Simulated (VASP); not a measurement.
# KTaO3 (P4/mmm) in VASP: a series of runs

Runs on KTaO3. Level: PBE. Tasks: single point.

Everything below comes from runs of VASP 6.6.1. Logs are shortened: lines on timing, memory, paths and dates and some standing lists are left out, and cuts for length are marked.

## (1) The cell of the first run

Symmetry: P4/mmm, No. 123, tetragonal system. Conventional cell: a = 4.213 Å, b = 4.213 Å, c = 3.967 Å, α = 90.00°, β = 90.00°, γ = 90.00°. Within 3.8 Å of K (site symmetry 4/mmm) lie 12 O at 2.89 to 2.98 Å and 8 Ta at 3.58 Å. Within 2.6 Å of Ta (site symmetry 4/mmm) lie 6 O at 1.98 to 2.11 Å. Within 2.8 Å of O (site symmetry mmm) lie 2 Ta at 2.11 Å. O (site symmetry 4/mmm) has 2 Ta at 1.98 Å within 2.6 Å.

## (2) Single point, PBE (volume 14.083 Å^3 an atom, c/a of the conventional cell 0.9415)

File INCAR:

```
ALGO = Normal
EDIFF = 1E-7
ENCUT = 520
GGA = PE
ISIF = 2
ISMEAR = 0
LASPH = True
LCHARG = True
LELF = True
LREAL = False
LVHAR = True
LWAVE = False
NBANDS = 27
NELM = 100
PREC = Accurate
SIGMA = 0.05
```

File KPOINTS:

```
k-points
0
Gamma
  8 8 8
```

File POSCAR:

```
KTaO3
1.0
    4.2132279162      0.0000000000      0.0000000000
    0.0000000000      4.2132279162      0.0000000000
    0.0000000000      0.0000000000      3.9667540831
K Ta O
1 1 3
Direct
    0.5000000000      0.5000000000      0.5000000000
    0.0000000000      0.0000000000      0.0000000000
    0.5000000000      0.0000000000      0.0000000000
    0.0000000000      0.5000000000      0.0000000000
    0.0000000000      0.0000000000      0.5000000000
```

Potentials or basis: VASP PAW PBE potentials, release 64 (K_sv, Ta_pv, O).

On the command line:

```bash
$ cat potpaw_PBE.64/K_sv/POTCAR potpaw_PBE.64/Ta_pv/POTCAR potpaw_PBE.64/O/POTCAR > POTCAR
$ mpirun -np 1 vasp_std > vasp.out
```

OUTCAR:

```text
EDIFF = 1E-7
   ENCUT = 520
   GGA = PE
   ISIF = 2
   ISMEAR = 0
   LASPH = True
   LREAL = False
   NELM = 100
   PREC = Accurate

 ion  position               nearest neighbor table
   1  0.500  0.500  0.500-   2 3.58   2 3.58   2 3.58   2 3.58   2 3.58   2 3.58   2 3.58   2 3.58

   2  0.000  0.000  0.000-   5 1.98   5 1.98   3 2.11   4 2.11   4 2.11   3 2.11   1 3.58   1 3.58
                             1 3.58   1 3.58   1 3.58   1 3.58   1 3.58   1 3.58
   3  0.500  0.000  0.000-   2 2.11   2 2.11
   4  0.000  0.500  0.000-   2 2.11   2 2.11
   5  0.000  0.000  0.500-   2 1.98   2 1.98

  LATTYP: Found a simple tetragonal cell.
 ALAT       =     4.2132279162
 C/A-ratio  =     0.9415000000

  Lattice vectors:

 A1 = (   4.2132279162,   0.0000000000,   0.0000000000)
 A2 = (   0.0000000000,   4.2132279162,   0.0000000000)
 A3 = (   0.0000000000,   0.0000000000,   3.9667540831)

Analysis of symmetry for initial positions (statically):
=====================================================================
 Subroutine PRICEL returns:
 Original cell was already a primitive cell.

 Routine SETGRP: Setting up the symmetry group for a
 simple tetragonal supercell.

 Subroutine GETGRP returns: Found 16 space group operations
 (whereof 16 operations were pure point group operations)
 out of a pool of 16 trial point group operations.

The static configuration has the point symmetry D_4h.

Analysis of symmetry for dynamics (positions and initial velocities):
=====================================================================
 Subroutine PRICEL returns:
 Original cell was already a primitive cell.

 Routine SETGRP: Setting up the symmetry group for a
 simple tetragonal supercell.

 Subroutine GETGRP returns: Found 16 space group operations
 (whereof 16 operations were pure point group operations)
 out of a pool of 16 trial point group operations.

The dynamic configuration has the point symmetry D_4h.

 Subroutine INISYM returns: Found 16 space group operations
 (whereof 16 operations are pure point group operations),
 and found     1 'primitive' translations

----------------------------------------------------------------------------------------

                                     Primitive cell

  volume of cell :      70.4150

  direct lattice vectors                    reciprocal lattice vectors
     4.213227916  0.000000000  0.000000000     0.237347711  0.000000000  0.000000000
     0.000000000  4.213227916  0.000000000     0.000000000  0.237347711  0.000000000
     0.000000000  0.000000000  3.966754083     0.000000000  0.000000000  0.252095285

  length of vectors
     4.213227916  4.213227916  3.966754083     0.237347711  0.237347711  0.252095285

  position of ions in fractional coordinates (direct lattice)
     0.500000000  0.500000000  0.500000000
     0.000000000  0.000000000  0.000000000
     0.500000000  0.000000000  0.000000000
     0.000000000  0.500000000  0.000000000
     0.000000000  0.000000000  0.500000000

  ion indices of the primitive-cell ions
   primitive index   ion index
                 1           1
                 2           2
                 3           3
                 4           4
                 5           5

----------------------------------------------------------------------------------------

 KPOINTS: k-points

Automatic generation of k-mesh.
 Grid dimensions read from file:
 generate k-points for:    8    8    8

 Generating k-lattice:

  Cartesian coordinates                     Fractional coordinates (reciprocal lattice)
     0.029668464  0.000000000  0.000000000     0.125000000  0.000000000  0.000000000
     0.000000000  0.029668464  0.000000000     0.000000000  0.125000000  0.000000000
     0.000000000  0.000000000  0.031511911     0.000000000  0.000000000  0.125000000

  Length of vectors
     0.029668464  0.029668464  0.031511911

  Shift w.r.t. Gamma in fractional coordinates (k-lattice)
     0.000000000  0.000000000  0.000000000

 Subroutine IBZKPT returns following result:
 ===========================================

 Found     75 irreducible k-points:

 Following reciprocal coordinates:
            Coordinates               Weight
  0.000000  0.000000  0.000000      1.000000
  0.125000  0.000000  0.000000      4.000000
  0.250000  0.000000  0.000000      4.000000
  0.375000  0.000000  0.000000      4.000000
  0.500000  0.000000  0.000000      2.000000
  0.125000  0.125000  0.000000      4.000000
[... 16 lines left out ...]
  0.375000  0.125000  0.125000     16.000000
  0.500000  0.125000  0.125000      8.000000
 [... further k-points ...]
   k-points           NKPTS =     75   k-points in BZ     NKDIM =     75   number of bands    NBANDS=     27
   number of dos      NEDOS =    301   number of ions     NIONS =      5
   total plane-waves  NPLWV =  30720
   dimension x,y,z NGX =    32 NGY =   32 NGZ =   30
   dimension x,y,z NGXF=    64 NGYF=   64 NGZF=   60
   ions per type =               1   1   3
   NGX,Y,Z   is equivalent  to a cutoff of  12.63, 12.63, 12.57 a.u.
   NGXF,Y,Z  is equivalent  to a cutoff of  25.25, 25.25, 25.15 a.u.
 SYSTEM =  unknown system
   PREC   = accura    normal or accurate (medium, high low for compatibility)
   ISTART =      0    job   : 0-new  1-cont  2-samecut
   ICHARG =      2    charge: 1-file 2-atom 10-const
   ISPIN  =      1    spin polarized calculation?
   LNONCOLLINEAR =      F non collinear calculations
   LSORBIT =      F    spin-orbit coupling
   LASPH  =      T    aspherical Exc in radial PAW
   ENCUT  =  520.0 eV  38.22 Ry    6.18 a.u.   7.83  7.83  7.38*2*pi/ulx,y,z
   NELM   =    100;   NELMIN=  2; NELMDL= -5     # of ELM steps
   EDIFF  = 0.1E-06   stopping-criterion for ELM
   LREAL  =      F    real-space projection
   EDIFFG = 0.1E-05   stopping-criterion for IOM
   NSW    =      0    number of steps for IOM
   IBRION =     -1    ionic relax: 0-MD 1-quasi-New 2-CG
   NFREE  =      0    steps in history (QN), initial steepest desc. (CG)
   ISIF   =      2    stress and relaxation
   ISYM   =      2    0-nonsym 1-usesym 2-fastsym
   POTIM  = 0.5000    time-step for ionic-motion
   TEBEG  =    0.0;   TEEND  =   0.0 temperature during run
   PSTRESS=    0.0 pullay stress
   NELECT =      38.0000    total number of electrons
   NUPDOWN=      -1.0000    fix difference up-down
   EMIN   =  10.00;   EMAX   =-10.00  energy-range for DOS
   EFERMI =   0.00;   METHOD = LEGACY
   ISMEAR =     0;   SIGMA  =   0.05  broadening in eV -4-tet -1-fermi 0-gaus
   EFERMI_NEDOS =   21; number of points for ismear=-14 and -15
   IALGO  =     38    algorithm
   IMIX   =      4    mixing-type and parameters
     AMIX     =   0.40;   BMIX     =  1.00
     AMIX_MAG =   1.60;   BMIX_MAG =  1.00
  volume/ion in A,a.u.               =      14.08        95.04
  Fermi-wavevector in a.u.,A,eV,Ry     =   1.332849  2.518719 24.170568  1.776487
  Thomas-Fermi vector in A             =   2.461752
   LORBIT       =      0    0 simple, 1 ext, 2 COOP (PROOUT), +10 PAW based schemes
   GGA     = PE    functional components
   LHFCALC =     F    Hartree Fock is set to
   AEXX    =    0.0000 exact exchange contribution
   IVDW    =     0    specifies the selected vdW correction
   LEPSILON=     F    determine dielectric tensor
   LRPA    =     F    only Hartree local field effects (RPA)
 non-spin polarized calculation
 Gauss-broadening in eV      SIGMA  =   0.05
  energy-cutoff  :      520.00
  volume of cell :       70.42
 maximum number of plane-waves:      1928
 NGX is ok and might be reduce to    32
   NGX = 15   NGY = 15   NGZ = 15

 number of electron      37.9999983 magnetization

 Free energy of the ion-electron system (eV)
  ---------------------------------------------------
  ext. energy  EPLUGINS =         0.00000000
  ---------------------------------------------------
  free energy    TOTEN  =       -40.73357745 eV

  energy without entropy =      -40.73357745  energy(sigma->0) =      -40.73357745

 E-fermi :   1.4549     XC(G=0): -10.3393

 val. band max:        1.1821435203   @ k =   0.5000   0.5000   0.5000
 cond. band min:       3.0023453031   @ k =   0.0000   0.0000   0.0000
 fundamental gap:      1.8202017828
 Fermi energy:         1.4549205369

 k-point     1 :       0.0000    0.0000    0.0000
  band No.  band energies     occupation
      1     -33.5157      2.00000
      2     -33.4587      2.00000
      3     -33.4587      2.00000
      4     -26.2972      2.00000
      5     -16.3623      2.00000
      6     -15.4195      2.00000
[... 19 lines left out ...]
     26       9.0515      0.00000
     27       9.3409      0.00000

 k-point     2 :       0.1250    0.0000    0.0000
  band No.  band energies     occupation
      1     -33.5155      2.00000
      2     -33.4647      2.00000
      3     -33.4585      2.00000
      4     -26.2952      2.00000
      5     -16.3553      2.00000
      6     -15.3806      2.00000
[... 19 lines left out ...]
     26       9.2106      0.00000
     27       9.5057      0.00000

 k-point     3 :       0.2500    0.0000    0.0000
  band No.  band energies     occupation
      1     -33.5151      2.00000
      2     -33.4789      2.00000
      3     -33.4580      2.00000
      4     -26.2906      2.00000
      5     -16.3443      2.00000
      6     -15.3287      2.00000
[... 19 lines left out ...]
     26       9.6219      0.00000
     27       9.9580      0.00000

 k-point     4 :       0.3750    0.0000    0.0000
  band No.  band energies     occupation
      1     -33.5146      2.00000
      2     -33.4931      2.00000
      3     -33.4575      2.00000
      4     -26.2860      2.00000
      5     -16.3395      2.00000
      6     -15.3127      2.00000
[... 19 lines left out ...]
     26      10.0793      0.00000
     27      10.6355      0.00000
[... 516 lines left out ...]
      4     -26.2866      2.00000
      5     -16.1818      2.00000
      6     -15.2533      2.00000
[... 19 lines left out ...]
     26       9.9408      0.00000
     27      10.2454      0.00000

 k-point    23 :       0.3750    0.1250    0.1250
  band No.  band energies     occupation
      1     -33.5279      2.00000
      2     -33.4922      2.00000
      3     -33.4629      2.00000
      4     -26.2825      2.00000
      5     -16.1716      2.00000
      6     -15.2261      2.00000
[... 19 lines left out ...]
     26      10.3619      0.00000
     27      10.7733      0.00000

 k-point    24 :       0.5000    0.1250    0.1250
  band No.  band energies     occupation
      1     -33.5276      2.00000
      2     -33.4981      2.00000
      3     -33.4627      2.00000
      4     -26.2808      2.00000
      5     -16.1691      2.00000
      6     -15.2216      2.00000
[... 19 lines left out ...]
     26      10.5691      0.00000
     27      11.0592      0.00000

 [... further k-points ...]
[... 5 lines left out ...]
  --------------------------------------------------------------------------------------
  -------------------------------------------------------------------------------------
  Total       -7.1455766     -7.1455766      0.1352625      0.0000000      0.0000000      0.0000000
  in kB     -162.5858238   -162.5858238      3.0776753      0.0000000      0.0000000      0.0000000
  external PRESSURE =    -107.3646574 kB  Pullay stress =       0.0000000 kB

 VOLUME and BASIS-vectors are now :
 -----------------------------------------------------------------------------
  energy-cutoff  :      520.00
  volume of cell :       70.42
      direct lattice vectors                 reciprocal lattice vectors
     4.213227916  0.000000000  0.000000000     0.237347711  0.000000000  0.000000000
     0.000000000  4.213227916  0.000000000     0.000000000  0.237347711  0.000000000
     0.000000000  0.000000000  3.966754083     0.000000000  0.000000000  0.252095285

 POSITION                                       TOTAL-FORCE (eV/Angst)
 -----------------------------------------------------------------------------------
      2.10661      2.10661      1.98338         0.000000      0.000000      0.000000
      0.00000      0.00000      0.00000         0.000000      0.000000      0.000000
      2.10661      0.00000      0.00000         0.000000      0.000000      0.000000
      0.00000      2.10661      0.00000         0.000000      0.000000      0.000000
      0.00000      0.00000      1.98338         0.000000      0.000000      0.000000
 -----------------------------------------------------------------------------------
    total drift:                                0.000000      0.000000     -0.000000

  FREE ENERGIE OF THE ION-ELECTRON SYSTEM (eV)
  ---------------------------------------------------
  free  energy   TOTEN  =       -40.7335774474 eV

  energy  without entropy=      -40.7335774474  energy(sigma->0) =      -40.73357745
```

Run time: 47 s. Hardware: 1 thread of Intel Xeon 6975P-C (Granite Rapids), shared host; peak memory 0.27 GiB.

Results:

```yaml
Free_energy: -40.7336 eV
Pressure: -10.7 GPa
Band_gap_on_the_k_mesh: 1.82 eV, indirect (least direct gap 2.46 eV)
```

Caveat: spin-orbit coupling is left out, which moves the levels of the heavy elements. A k mesh can miss the band edges.

## (3) Single point, PBE (volume 12.518 Å^3 an atom, c/a of the conventional cell 0.9415)

File INCAR:

```
PREC = Accurate
ENCUT = 520
EDIFF = 1E-6
ISMEAR = 0
SIGMA = 0.05
LREAL = F
LASPH = T
NELM = 60
ALGO = Normal
ISIF = 2
LWAVE = F
LCHARG = F
GGA = PE
NBANDS = 27
```

File KPOINTS:

```
Automatic mesh
0
Gamma
  8 8 8
```

POSCAR: that of step 2 with these lines changed.

```diff
@@ -2,5 +2,5 @@
 1.0
-    4.2132279162      0.0000000000      0.0000000000
-    0.0000000000      4.2132279162      0.0000000000
-    0.0000000000      0.0000000000      3.9667540831
+    4.0509934633      0.0000000000      0.0000000000
+    0.0000000000      4.0509934633      0.0000000000
+    0.0000000000      0.0000000000      3.8140103457
 K Ta O
```

Potentials or basis: VASP PAW PBE potentials, release 64 (K_sv, Ta_pv, O).

On the command line:

```bash
$ cat potpaw_PBE.64/K_sv/POTCAR potpaw_PBE.64/Ta_pv/POTCAR potpaw_PBE.64/O/POTCAR > POTCAR
$ mpirun -np 1 vasp_std > vasp.out
```

Run time: 51 s. Hardware: 1 thread of Intel Xeon 6975P-C (Granite Rapids), shared host; peak memory 0.25 GiB.

The run converged. Its results:

| Quantity | Value |
| --- | --- |
| Free energy | -40.7846 eV |
| Pressure | 10.6 GPa |
| Band gap on the k mesh | 2.09 eV, indirect (least direct gap 2.68 eV) |

Stress tensor (GPa, compression positive):
```
 1.66  0.00  0.00
 0.00  1.66  0.00
 0.00  0.00 28.49
```

Levels at points of the mesh, in eV from the valence-band top:
| k point | band 16 | band 17 | band 18 | band 19 | band 20 | band 21 | band 22 | band 23 |
| --- | --- | --- | --- | --- | --- | --- | --- | --- |
| (0.00, 0.00, 0.00) | -0.90 | -0.64 | -0.64 | -0.59 | 2.09 | 2.18 | 2.18 | 6.33 |
| (0.50, 0.00, 0.00) | -2.14 | -1.57 | -0.99 | -0.81 | 2.32 | 4.80 | 4.80 | 6.82 |
| (0.50, 0.50, 0.00) | -1.93 | -1.93 | -1.62 | -0.06 | 4.83 | 4.83 | 6.03 | 8.86 |
| (0.00, 0.00, 0.50) | -2.05 | -1.50 | -0.83 | -0.83 | 2.31 | 5.62 | 5.62 | 6.44 |
| (0.50, 0.00, 0.50) | -1.66 | -1.32 | -1.28 | -0.13 | 4.86 | 5.65 | 6.67 | 7.29 |
| (0.50, 0.50, 0.50) | -3.57 | -0.07 | -0.07 | 0.00 | 6.20 | 6.80 | 6.80 | 8.65 |

Caveat: spin-orbit coupling is left out, which moves the levels of the heavy elements.

(Continued in part 2 of 2.)
